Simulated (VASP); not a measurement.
ZrV2, 6 atoms in the cell. The structure is cubic, space group Fd-3m (No. 227). The conventional cell has a = 7.419 Å, b = 7.419 Å, c = 7.419 Å, α = 90.00°, β = 90.00°, γ = 90.00°. Within 3.5 Å of V (site symmetry -3m) lie 6 V at 2.62 Å and 6 Zr at 3.08 Å. Zr (site symmetry -43m) has 12 V at 3.08 Å and 4 Zr at 3.21 Å within 4.0 Å. 

```yaml
Program: VASP 6.6.1
Task: single point
Functional: r2SCAN
Potentials_or_basis: VASP PAW PBE potentials, release 64 (V_sv, Zr_sv)
Cutoff: 520 eV
k_mesh: 5 × 5 × 5
Occupations: fermi-dirac, width 0.1 eV
Spin: collinear spin, ferromagnetic start
Starting_moments: "[0.46, 0.46, 0.46, 0.46, 0.0, 0.0] μB"
Fixed_moment: 1.84 μB
Dipole_correction: no
Further_INCAR_settings: ALGO = Normal; EDIFF = 1e-06; NBANDS = 51
```

Potentials or basis: VASP PAW PBE potentials, release 64 (V_sv, Zr_sv).

The run is started by

```sh
$ cat potpaw_PBE.64/V_sv/POTCAR potpaw_PBE.64/Zr_sv/POTCAR > POTCAR
$ cp INCAR.step1 INCAR
$ mpirun -np 1 vasp_std > vasp.out
$ cp INCAR.step2 INCAR
$ mpirun -np 1 vasp_std > vasp.out
```

Hardware: 1 thread of AMD EPYC 9R45 96-Core Processor (Zen 5) (shared host).

Q: Estimate the wall time of this run.

A: It took 5.4 min on 1 thread of AMD EPYC 9R45 96-Core Processor (Zen 5) (shared host), peak memory 0.32 GiB. Counts: k points 10.
